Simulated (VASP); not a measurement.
Input of a VASP 6.6.1 run:

File INCAR:

```
  PREC = Accurate
  ENCUT = 520
  EDIFF = 1E-6
  ISMEAR = 0
  SIGMA = 0.1
  LREAL = F
  LASPH = T
  NELM = 100
  ALGO = Fast
  ISIF = 2
  LWAVE = F
  LCHARG = F
  GGA = PE
  NBANDS = 30
```

KPOINTS

```
Automatic mesh
0
Gamma
  6 6 2
```

The input POSCAR:

```
Mg3Sn2Ir
1.0
    3.6311482900      0.0000000000      0.0000000000
    0.0000000000      3.6311482900      0.0000000000
    0.0000000000      0.0000000000     10.8934448800
Mg Sn Ir
3 2 1
Direct
    0.0000000000      0.0000000000      0.8333333300
    0.0000000000      0.0000000000      0.1666666700
    0.0000000000      0.0000000000      0.5000000000
    0.5000000000      0.5000000000      0.3333333300
    0.5000000000      0.5000000000      0.6666666700
    0.5000000000      0.5000000000      0.0000000000
```

Potentials or basis: VASP PAW PBE potentials, release 64 (Mg, Sn_d, Ir).

Run with:

```bash
$ cat potpaw_PBE.64/Mg/POTCAR potpaw_PBE.64/Sn_d/POTCAR potpaw_PBE.64/Ir/POTCAR > POTCAR
$ mpirun -np 1 vasp_std > vasp.out
```

(1) Predict the band gap on the k mesh.

(2) Predict the largest force.

(3) What does it give for the pressure?

## Answers

(1) zero (an odd number of electrons rules out a gap without spin polarisation).

(2) 1.901 eV/Å.

(3) -8.1 GPa.

Caveat: the cell stands under tension; spin-orbit coupling is left out, which moves the levels of the heavy elements; forces of over 1 eV/Å act on the atoms, so gaps and moduli don't describe the material at rest.
